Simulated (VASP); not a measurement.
A run of VASP 6.6.1:

INCAR

```
SYSTEM = Zr3TiGe8
  PREC = Accurate
  ENCUT = 520
  EDIFF = 1E-6
  ISMEAR = -1
  SIGMA = 0.15
  LREAL = .FALSE.
  LASPH = .TRUE.
  NELM = 80
  ALGO = Normal
  ISIF = 2
  LWAVE = .FALSE.
  LCHARG = .FALSE.
  GGA = PE
  NBANDS = 92
  KPAR = 4
```

The input KPOINTS:

```
regular mesh
0
G
  6 6 8
  0 0 0
```

Contents of POSCAR:

```
Zr3TiGe8
1.0
    4.4727116429     -4.5699445633      0.0000000000
    4.4727116429      4.5699445633      0.0000000000
    0.0000000000      0.0000000000      5.2391143717
Zr Ti Ge
3 1 8
Direct
    0.0000000000      0.0000000000      0.0000000000
    0.5000000000      0.0000000000      0.2486658963
    0.0000000000      0.5000000000      0.7513341037
    0.5000000000      0.5000000000      0.5000000000
    0.8337777186      0.8337777186      0.5000000000
    0.3395519573      0.3395519573      0.0000000000
    0.1662222814      0.1662222814      0.5000000000
    0.6604480427      0.6604480427      0.0000000000
    0.6593705482      0.1695937668      0.7449462830
    0.1695937668      0.6593705482      0.2550537170
    0.3406294518      0.8304062332      0.7449462830
    0.8304062332      0.3406294518      0.2550537170
```

Potentials or basis: VASP PAW PBE potentials, release 64 (Zr_sv, Ti_sv, Ge_d).

Launch:

```sh
$ cat potpaw_PBE.64/Zr_sv/POTCAR potpaw_PBE.64/Ti_sv/POTCAR potpaw_PBE.64/Ge_d/POTCAR > POTCAR
$ mpirun -np 4 vasp_std > vasp.out
```

Hardware: 4 MPI ranks on AMD EPYC 7R43 64-Core Processor (Zen 3), with other jobs on the host.

Task: How long does it take, and how much memory?

Result: Run time: 12 min on 4 MPI ranks on AMD EPYC 7R43 64-Core Processor (Zen 3) (shared host), peak memory 0.92 GiB a rank. Counts: scf iterations 18, k points 65.
